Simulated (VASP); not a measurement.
# B: single point with PBEsol

Crystal: B.

```
CELL_PARAMETERS angstrom
1.71028 0.00000 0.00000
-0.85514 1.48115 0.00000
0.00000 0.00000 3.25554
ATOMIC_POSITIONS crystal
B 0.33333 0.66667 0.25000
B 0.66667 0.33333 0.75000
```

- Program: VASP 6.6.1
- Task: single point
- Functional: PBEsol
- Potentials or basis: VASP PAW PBE potentials, release 64 (B)
- Cutoff: 520 eV
- k mesh: 23 × 23 × 13
- Occupations: fermi-dirac, width 0.1 eV
- Spin: no spin polarisation
- Dipole correction: no
- Further INCAR settings: ALGO = Normal; EDIFF = 1e-06; NBANDS = 10

```
Pressure               : 191.3 GPa
Band gap on the k mesh : zero (band 3 reaches 19.32 eV, above the bottom of band 4 at 10.84 eV)
```

Stress tensor (GPa, compression positive):
```
191.53   0.00   0.00
  0.00 191.53   0.00
  0.00   0.00 190.89
```

Levels at points of the mesh, in eV from the Fermi level:
```tsv
k point	band 1	band 2	band 3	band 4	band 5	band 6	band 7	band 8
(0.00, 0.00, 0.00)	-23.56	-14.92	-9.52	15.47	22.32	22.32	24.81	24.81
```

It took 20 s on 1 thread of Intel Xeon 6975P-C, on a shared host, peak memory 0.13 GiB.

Caveat: the PAW data sets were made with another functional, which shifts forces and pressure a little.
